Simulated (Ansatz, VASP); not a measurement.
## One calculation of MoS, two programs

POSCAR

```
MoS
1.0
    0.0000000000      2.9322074092      2.9322074092
    2.9322074092      0.0000000000      2.9322074092
    2.9322074092      2.9322074092      0.0000000000
Mo S
1 1
Direct
    0.0000000000      0.0000000000      0.0000000000
    0.2500000000      0.2500000000      0.2500000000
```

INCAR.step1

```
SYSTEM = MoS
ALGO = Normal ; EDIFF = 1E-4
ENCUT = 520 ; GGA = PE
ISMEAR = 0 ; ISPIN = 2
LASPH = .TRUE. ; LCHARG = .FALSE.
LDAU = .TRUE. ; LDAUJ = 0 0
LDAUL = 2 -1 ; LDAUTYPE = 2
LDAUU = 4.38 0 ; LMAXMIX = 4
LREAL = .FALSE. ; LWAVE = .TRUE.
MAGMOM = 2 0 ; NBANDS = 21
NELM = 150 ; PREC = Accurate
SIGMA = 0.1
```

The input INCAR.step2:

```
SYSTEM = MoS
ALGO = Normal ; EDIFF = 1E-7
ENCUT = 520 ; ISIF = 2
ISMEAR = 0 ; ISPIN = 2
ISTART = 1 ; LASPH = .TRUE.
LCHARG = .TRUE. ; LDAU = .TRUE.
LDAUJ = 0 0 ; LDAUL = 2 -1
LDAUPRINT = 1 ; LDAUTYPE = 2
LDAUU = 4.38 0 ; LELF = .TRUE.
LMAXMIX = 4 ; LMIXTAU = .TRUE.
LORBIT = 11 ; LREAL = .FALSE.
LVHAR = .TRUE. ; LWAVE = .FALSE.
MAGMOM = 2 0 ; METAGGA = R2SCAN
NBANDS = 21 ; NELM = 150
PREC = Accurate ; SIGMA = 0.1
```

File KPOINTS:

```
k-points
0
G
  12 12 12
  0 0 0
```

Input for Ansatz:

```yaml
crystal:
  lattice:
    - [0.0, 2.9322074092, 2.9322074092]
    - [2.9322074092, 0.0, 2.9322074092]
    - [2.9322074092, 2.9322074092, 0.0]
  atoms:
    - { symbol: Mo, position: [0.0, 0.0, 0.0], spin: 2.0 }
    - { symbol: S, position: [0.25, 0.25, 0.25] }
basis:
  ecutwfc: 500
kpoints:
  mp_grid: { grid: [12, 12, 12] }
hamiltonian:
  xc: r2scan
  hubbard: { sites: [{ species: Mo, l: d, u_eff: 4.38 }] }
scf:
  occupations: { method: gaussian, width: 0.1 }
output:
  forces: true
  stress: true
  eigenvalues: true
  populations: true
  write_density: true
  write_potential: true
  elf: true
  volumetric_format: npy
magnetization:
  spin_polarized: true
```

Alike in both runs: task single point; functional r2SCAN; k mesh 12 × 12 × 12; occupations gaussian, width 0.1 eV; collinear spin; Hubbard terms Mo d U = 4.38 eV.

```csv
,VASP,Ansatz
version,VASP 6.6.1,Ansatz 0.2.0
potentials or method,"VASP PAW PBE potentials, release 64 (Mo_sv, S), cutoff 520 eV","scalar-relativistic, plane waves, PAW"
valence electrons in the cell,20,20
```

```tsv
	VASP	Ansatz	Ansatz less VASP
gap on the k mesh at the Fermi level (eV)	none	none	-
pressure (GPa)	1.8	2.7	+0.92
net moment per atom (μB)	2.00	2.00	0.000
size of the moment on the site where the two differ most (μB)	3.59	2.97	-0.620
```

VASP's potentials were made for PBE, not for r2SCAN. Site moments also hang on the region over which each program counts them. The programs project onto different local orbitals, so the same U acts differently, and such runs can settle in different states. A gap of «none» marks a metal or a gap that the smearing closes. Ansatz's warnings: filled band counts differ across k points, stability check not made.
